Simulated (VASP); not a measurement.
Runs of VASP 6.6.1 on Ge. The structure is that of space group Cmmm (No. 65), or close to it. The cells are those of the table. 

```tsv
cell	gap on the mesh (eV)	pressure (GPa)
a = 3.210, b = 3.210, c = 2.698 Å, angles 90.0, 90.0, 123.5°, 1 atom	none	-7.3
a = 3.173, b = 3.173, c = 2.698 Å, angles 90.0, 90.0, 123.5°, 1 atom	none	-6.8
a = 2.804, b = 2.804, c = 2.698 Å, angles 90.0, 90.0, 123.5°, 1 atom	none	7.9
a = 3.100, b = 3.100, c = 2.698 Å, angles 90.0, 90.0, 123.5°, 1 atom	none	(a)
```

Alike in all rows: task single point; level PBE; potentials or basis VASP PAW PBE potentials, release 64 (Ge_d); no spin polarisation; k mesh 20 × 20 × 18; cutoff (eV) 520; smearing gaussian 0.15 eV.

Fill in the values left out.

(a) -5.5.

Caveats: the stress differs along the axes, from -10 to -2 GPa (at least some runs); the stress differs along the axes, from 1 to 14 GPa (at least some runs); the stress differs along the axes, from -8 to -1 GPa (at least some runs).

A k mesh can miss the band edges, and the runs leave out spin-orbit coupling on Ge.

A gap of «none» marks levels without a gap at the run's occupations.
